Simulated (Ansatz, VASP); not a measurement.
One calculation of Fe3Co, two programs

File INCAR:

```
  PREC = Accurate
  ENCUT = 600
  EDIFF = 1E-6
  ISMEAR = 0
  SIGMA = 0.1
  LREAL = False
  LASPH = True
  NELM = 200
  ALGO = Normal
  ISIF = 2
  LWAVE = False
  LCHARG = False
  ISPIN = 2
  MAGMOM = 2.6 2.87 2.87 1.99
  LORBIT = 11
  LMAXMIX = 4
  GGA = PS
  NBANDS = 28
  GGA_COMPAT = False
```

The input KPOINTS:

```
regular mesh
0
Gamma
  5 5 7
```

POSCAR

```
Fe3Co
1.0
    4.0235794450      0.0000000000      0.0000000000
    0.0000000000      4.0235794450      0.0000000000
    0.0000000000      0.0000000000      2.8277051700
Fe Co
3 1
Direct
    0.5000000000      0.5000000000      0.0000000000
    0.5000000000      0.0000000000      0.5000000000
    0.0000000000      0.5000000000      0.5000000000
    0.0000000000      0.0000000000      0.0000000000
```

Input for Ansatz:

```yaml
crystal:
  lattice:
    - [4.023579445, 0.0, 0.0]
    - [0.0, 4.023579445, 0.0]
    - [0.0, 0.0, 2.82770517]
  atoms:
    - { symbol: Fe, position: [0.5, 0.5, 0.0], spin: 2.6 }
    - { symbol: Fe, position: [0.5, 0.0, 0.5], spin: 2.87 }
    - { symbol: Fe, position: [0.0, 0.5, 0.5], spin: 2.87 }
    - { symbol: Co, position: [0.0, 0.0, 0.0], spin: 1.99 }
basis:
  ecutwfc: 420
kpoints:
  mp_grid: { grid: [5, 5, 7] }
hamiltonian:
  xc: pbesol
scf:
  occupations: { method: gaussian, width: 0.1 }
output:
  forces: true
  stress: true
  eigenvalues: true
  populations: true
magnetization:
  spin_polarized: true
```

Alike in both runs: task single point; functional PBEsol; k mesh 5 × 5 × 7; occupations gaussian, width 0.1 eV; collinear spin.

|  | VASP | Ansatz |
| --- | --- | --- |
| version | VASP 6.6.1 | Ansatz 0.2.0 |
| potentials or method | VASP PAW PBE potentials, release 64 (Fe, Co), cutoff 600 eV | scalar-relativistic, plane waves, PAW |
| valence electrons in the cell | 33 | 65 |

|  | VASP | Ansatz | Ansatz less VASP |
| --- | --- | --- | --- |
| gap on the k mesh at the Fermi level (eV) | none | none | - |
| pressure (GPa) | -8.3 | -8.0 | +0.27 |
| traceless stress, the component that is largest in VASP (GPa) | 0.56 | 0.51 | -0.043 |
| net moment per atom (μB) | 2.30 | 2.30 | -0.002 |
| size of the moment on the site where the two differ most (μB) | 1.72 | 1.80 | +0.079 |

VASP's potentials were made for PBE, not for PBEsol. Site moments also hang on the region over which each program counts them. A gap of «none» marks a metal or a gap that the smearing closes. VASP's potentials hold 33 valence electrons a cell and Ansatz's 65, so a difference there can come from the potentials and not from the codes.
